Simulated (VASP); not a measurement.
# PbO (Litharge) (P4/nmm) in VASP: notebook, part 2 of 2

VASP 6.6.1.

## (3) Single point, PBE

This run uses another cell than the first one, of 19.94 Å³/atom, 1.020 times its volume.

Input file INCAR:

```
SYSTEM = PbO
PREC = Accurate
ENCUT = 520
EDIFF = 1E-6
ISMEAR = -1
SIGMA = 0.05
LREAL = .FALSE.
LASPH = .TRUE.
NELM = 80
ALGO = Normal
ISIF = 2
LWAVE = .FALSE.
LCHARG = .FALSE.
GGA = PE
NBANDS = 28
```

Input file KPOINTS:

```
regular mesh
0
G
  7 7 6
  0 0 0
```

Input file POSCAR:

```
PbO
1.0
    3.9900000000      0.0000000000      0.0000000000
    0.0000000000      3.9900000000      0.0000000000
    0.0000000000      0.0000000000      5.0100000000
Pb O
2 2
Direct
    0.5000000000      0.0000000000      0.7600000000
    0.0000000000      0.5000000000      0.2400000000
    0.5000000000      0.5000000000      0.0000000000
    0.0000000000      0.0000000000      0.0000000000
```

Potentials or basis: VASP PAW PBE potentials, release 64 (Pb_d, O).

On the command line:

```sh
$ cat potpaw_PBE.64/Pb_d/POTCAR potpaw_PBE.64/O/POTCAR > POTCAR
$ mpirun -np 1 vasp_std > vasp.out
```

OUTCAR:

```text
SYSTEM = PbO
   PREC = Accurate
   ENCUT = 520
   EDIFF = 1E-6
   ISMEAR = -1
   LREAL = .FALSE.
   LASPH = .TRUE.
   NELM = 80
   ISIF = 2
   GGA = PE

 ion  position               nearest neighbor table
   1  0.500  0.000  0.760-   3 2.33   4 2.33   3 2.33   4 2.33   2 3.71   2 3.71   2 3.71   2 3.71
                             2 3.84   2 3.84   2 3.84   2 3.84
   2  0.000  0.500  0.240-   3 2.33   4 2.33   4 2.33   3 2.33   1 3.71   1 3.71   1 3.71   1 3.71
                             1 3.84   1 3.84   1 3.84   1 3.84
   3  0.500  0.500  0.000-   1 2.33   2 2.33   1 2.33   2 2.33
   4  0.000  0.000  0.000-   1 2.33   2 2.33   2 2.33   1 2.33

  LATTYP: Found a simple tetragonal cell.
 ALAT       =     3.9900000000
 C/A-ratio  =     1.2556390977

  Lattice vectors:

 A1 = (   3.9900000000,   0.0000000000,   0.0000000000)
 A2 = (   0.0000000000,   3.9900000000,   0.0000000000)
 A3 = (   0.0000000000,   0.0000000000,   5.0100000000)

Analysis of symmetry for initial positions (statically):
=====================================================================
 Subroutine PRICEL returns:
 Original cell was already a primitive cell.

 Routine SETGRP: Setting up the symmetry group for a
 simple tetragonal supercell.

 Subroutine GETGRP returns: Found 16 space group operations
 (whereof  8 operations were pure point group operations)
 out of a pool of 16 trial point group operations.

The static configuration has the point symmetry D_2d.
 The point group associated with its full space group is D_4h.

Analysis of symmetry for dynamics (positions and initial velocities):
=====================================================================
 Subroutine PRICEL returns:
 Original cell was already a primitive cell.

 Routine SETGRP: Setting up the symmetry group for a
 simple tetragonal supercell.

 Subroutine GETGRP returns: Found 16 space group operations
 (whereof  8 operations were pure point group operations)
 out of a pool of 16 trial point group operations.

The dynamic configuration has the point symmetry D_2d.
[... 119 lines left out ...]
   ISMEAR =    -1;   SIGMA  =   0.05  broadening in eV -4-tet -1-fermi 0-gaus
   EFERMI_NEDOS =   21; number of points for ismear=-14 and -15
   IALGO  =     38    algorithm
   IMIX   =      4    mixing-type and parameters
     AMIX     =   0.40;   BMIX     =  1.00
     AMIX_MAG =   1.60;   BMIX_MAG =  1.00
  volume/ion in A,a.u.               =      19.94       134.56
  Fermi-wavevector in a.u.,A,eV,Ry     =   1.300670  2.457909 23.017539  1.691741
  Thomas-Fermi vector in A             =   2.431853
   LORBIT       =      0    0 simple, 1 ext, 2 COOP (PROOUT), +10 PAW based schemes
   GGA     = PE    functional components
   LHFCALC =     F    Hartree Fock is set to
   AEXX    =    0.0000 exact exchange contribution
   IVDW    =     0    specifies the selected vdW correction
   LEPSILON=     F    determine dielectric tensor
   LRPA    =     F    only Hartree local field effects (RPA)
 non-spin polarized calculation
  energy-cutoff  :      520.00
  volume of cell :       79.76
 maximum number of plane-waves:      2186
 NGX is ok and might be reduce to    30
   NGX = 15   NGY = 15   NGZ = 19

 number of electron      39.9999999 magnetization

 Free energy of the ion-electron system (eV)
  ---------------------------------------------------
  ext. energy  EPLUGINS =         0.00000000
  ---------------------------------------------------
  free energy    TOTEN  =       -21.43726296 eV

  energy without entropy =      -21.43726292  energy(sigma->0) =      -21.43726294

 E-fermi :   5.7922     XC(G=0):  -9.8283

 val. band max:        5.0747021017   @ k =   0.0000   0.0000   0.0000
 cond. band min:       6.4922118041   @ k =   0.4286   0.4286   0.0000
 fundamental gap:      1.4175097025
 Fermi energy:         5.7922264138

 k-point     1 :       0.0000    0.0000    0.0000
  band No.  band energies     occupation
      1     -13.1787      2.00000
      2     -12.6718      2.00000
      3     -10.9313      2.00000
      4     -10.9313      2.00000
      5     -10.8745      2.00000
      6     -10.8547      2.00000
[... 733 lines left out ...]
     27      14.3988      0.00000
     28      15.1359      0.00000

 [... further k-points ...]
[... 5 lines left out ...]
  --------------------------------------------------------------------------------------
  -------------------------------------------------------------------------------------
  Total        1.7173936      1.7173936      1.1324229      0.0000000     -0.0000000      0.0000000
  in kB       34.4982382     34.4982382     22.7476063      0.0000000     -0.0000000      0.0000000
  external PRESSURE =      30.5813609 kB  Pullay stress =       0.0000000 kB

 VOLUME and BASIS-vectors are now :
 -----------------------------------------------------------------------------
  energy-cutoff  :      520.00
  volume of cell :       79.76
      direct lattice vectors                 reciprocal lattice vectors
     3.990000000  0.000000000  0.000000000     0.250626566  0.000000000  0.000000000
     0.000000000  3.990000000  0.000000000     0.000000000  0.250626566  0.000000000
     0.000000000  0.000000000  5.010000000     0.000000000  0.000000000  0.199600798

 POSITION                                       TOTAL-FORCE (eV/Angst)
 -----------------------------------------------------------------------------------
      1.99500      0.00000      3.80760         0.000000      0.000000     -0.030035
      0.00000      1.99500      1.20240         0.000000      0.000000      0.030035
      1.99500      1.99500      0.00000         0.000000      0.000000      0.000000
      0.00000      0.00000      0.00000         0.000000     -0.000000      0.000000
 -----------------------------------------------------------------------------------
    total drift:                                0.000000      0.000000      0.000000

  FREE ENERGIE OF THE ION-ELECTRON SYSTEM (eV)
  ---------------------------------------------------
  free  energy   TOTEN  =       -21.4372629583 eV

  energy  without entropy=      -21.4372629174  energy(sigma->0) =      -21.43726294
```

It took 67 s on 1 thread of Intel Xeon Platinum 8259CL at 2.50GHz (Skylake/Cascade Lake), shared host; peak memory 0.22 GiB.

What came out:

* Free energy: -21.4373 eV
* Pressure: 3.1 GPa
* Largest force: 0.030 eV/Å
* Band gap on the k mesh: 1.42 eV, indirect (least direct gap 2.37 eV)

Forces on the atoms (eV/Å):
```
Pb   0.000  0.000 -0.030
Pb   0.000  0.000  0.030
O    0.000  0.000  0.000
O    0.000  0.000  0.000
```

Stress tensor (GPa, compression positive):
```
3.45 0.00 0.00
0.00 3.45 0.00
0.00 0.00 2.27
```

Caveat: spin-orbit coupling is left out, which moves the levels of the heavy elements.
